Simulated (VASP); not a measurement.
# K: single point with PBE

The system is K, in a box.

```
K
1.0
     8.00000    0.00000    0.00000
     0.00000    8.30000    0.00000
     0.00000    0.00000    8.60000
K
1
Direct
  0.00000 0.00000 0.00000
```

| Property | Result |
| --- | --- |
| Program | VASP 6.6.1 |
| Task | single point |
| Functional | PBE |
| Potentials or basis | VASP PAW PBE potentials, release 64 (K_sv) |
| Cutoff | 400 eV |
| k mesh | 1 × 1 × 1 |
| Occupations | fermi-dirac, width 0.1 eV |
| Spin | collinear spin, ferromagnetic start |
| Starting moments | [0.16] μB |

```yaml
Gap_between_the_frontier_levels: 0.09 eV
Net_moment: 0.22 μB per cell
Valence_electrons_inside_the_program's_atomic_spheres: K 7.52
```

Levels at points of the mesh, in eV from the valence-band top:
Spin up:
| k point | band 1 | band 2 | band 3 | band 4 | band 5 | band 6 | band 7 | band 8 | band 9 | band 10 |
| --- | --- | --- | --- | --- | --- | --- | --- | --- | --- | --- |
| (0.00, 0.00, 0.00) | -32.95 | -16.42 | -16.42 | -16.41 | 0.00 | 2.22 | 2.33 | 2.45 | 2.47 | 2.48 |
Spin down:
```csv
k point,band 1,band 2,band 3,band 4,band 5,band 6,band 7,band 8,band 9
"(0.00, 0.00, 0.00)",-32.94,-16.41,-16.40,-16.40,0.09,2.32,2.43,2.53,2.56
```

Wall time 87 s on 1 thread of Intel Xeon 8259CL, with other jobs on the host, peak memory 0.48 GiB.
